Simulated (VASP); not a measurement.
Write the native input for VASP 6.6.1 that does the following.

* Task: relaxation of cell and atoms
* Functional: PBE
* Potentials or basis: VASP PAW PBE potentials, release 64 (Al, B, P)
* Cutoff: 600 eV
* k mesh: 5 × 5 × 2
* Occupations: gaussian, width 0.2 eV
* Spin: no spin polarisation
* Dipole correction: no
* Further INCAR settings: ALGO = Normal; EDIFF = 1e-06; IBRION = 2; EDIFFG = -0.08; NSW = 36; ISIF = 3

The structure of Al3BP4 lies in POSCAR:

```
Al3BP4
1.0
    3.6100000000      0.0000000000      0.0000000000
    0.0000000000      3.6100000000      0.0000000000
    0.0000000000      0.0000000000     10.2000000000
Al B P
3 1 4
Direct
    0.5000000000      0.5000000000      0.7500000000
    0.0000000000      0.0000000000      0.5000000000
    0.5000000000      0.5000000000      0.2500000000
    0.0000000000      0.0000000000      0.0000000000
    0.0000000000      0.5000000000      0.1100000000
    0.5000000000      0.0000000000      0.8900000000
    0.0000000000      0.5000000000      0.6250000000
    0.5000000000      0.0000000000      0.3750000000
```

These files were run (other wordings do the same):

INCAR

```
ALGO     = Normal         # electronic algorithm
EDIFF    = 1E-6           # SCF threshold, eV
EDIFFG   = -0.08          # ionic threshold
ENCUT    = 600            # plane-wave cutoff, eV
GGA      = PE             # functional
IBRION   = 2              # ionic algorithm
ISIF     = 3              # what is computed and relaxed
ISMEAR   = 0              # smearing method
LASPH    = T              # aspherical terms in the spheres
LCHARG   = F              # write CHGCAR
LREAL    = F              # projectors in reciprocal space
LWAVE    = F              # write WAVECAR
NELM     = 80             # most SCF steps
NSW      = 36             # ionic steps
PREC     = Accurate       # precision mode
SIGMA    = 0.2            # smearing width, eV
```

KPOINTS

```
k-points
0
Gamma
  5 5 2
```

Potentials or basis: VASP PAW PBE potentials, release 64 (Al, B, P).

The run is started by

```sh
$ cat potpaw_PBE.64/Al/POTCAR potpaw_PBE.64/B/POTCAR potpaw_PBE.64/P/POTCAR > POTCAR
$ mpirun -np 1 vasp_std > vasp.out
```

Results of the run:

```
Relaxed volume                        : 18.45 Å³/atom
Relaxed cell                          : a = 3.692 Å, b = 3.692 Å, c = 10.828 Å, α = 90.00°, β = 90.00°, γ = 90.00°
Space group after relaxing (to 0.1 Å) : P-4m2 (No. 115)
Energy gained by relaxing             : 124.3 meV/atom
Ionic steps                           : 9
Pressure after relaxing               : -0.1 GPa
Largest force after relaxing          : 0.048 eV/Å
Band gap on the k mesh                : 0.96 eV
```

Caveat: an odd mesh through Γ misses points on the zone boundary, where band edges can lie; the relaxation stopped at a loose force limit of 0.08 eV/Å, so its end isn't a converged minimum.

It took 2.5 min on 1 thread of Intel(R) Xeon(R) 6975P-C (Granite Rapids), on a shared host, peak memory 0.27 GiB.
